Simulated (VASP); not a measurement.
A run of VASP 6.6.1 is set up as follows.

INCAR

```
SYSTEM = Be3C2
PREC = Accurate
ENCUT = 520
EDIFF = 1E-7
ISMEAR = 0
SIGMA = 0.1
LREAL = .False.
LASPH = .True.
NELM = 80
ALGO = Normal
ISIF = 2
LWAVE = .False.
LCHARG = .False.
GGA = PE
NBANDS = 25
```

Contents of KPOINTS:

```
Automatic mesh
0
Gamma
  12 12 12
  0 0 0
```

File POSCAR:

```
Be3C2
1.0
    2.4901241523      1.4376738497      3.3011176293
   -2.4901241523      1.4376738497      3.3011176293
    0.0000000000     -2.8753476994      3.3011176292
Be C
6 4
Direct
    0.0777562018      0.4222437982      0.7500000000
    0.7500000000      0.0777562018      0.4222437982
    0.4222437982      0.7500000000      0.0777562018
    0.9222437982      0.5777562018      0.2500000000
    0.2500000000      0.9222437982      0.5777562018
    0.5777562018      0.2500000000      0.9222437982
    0.8352156639      0.8352156639      0.8352156639
    0.6647843361      0.6647843361      0.6647843361
    0.1647843361      0.1647843361      0.1647843361
    0.3352156639      0.3352156639      0.3352156639
```

Potentials or basis: VASP PAW PBE potentials, release 64 (Be, C).

Launch:

```sh
$ cat potpaw_PBE.64/Be/POTCAR potpaw_PBE.64/C/POTCAR > POTCAR
$ mpirun -np 1 vasp_std > vasp.out
```

(1) What does it give for the largest force?

(2) Predict the pressure.

(3) Estimate the band gap on the k mesh.

Answers

(1) 0.017 eV/Å.

(2) 0.4 GPa.

(3) zero (bands 14 and 15 overlap by 2.07 eV).
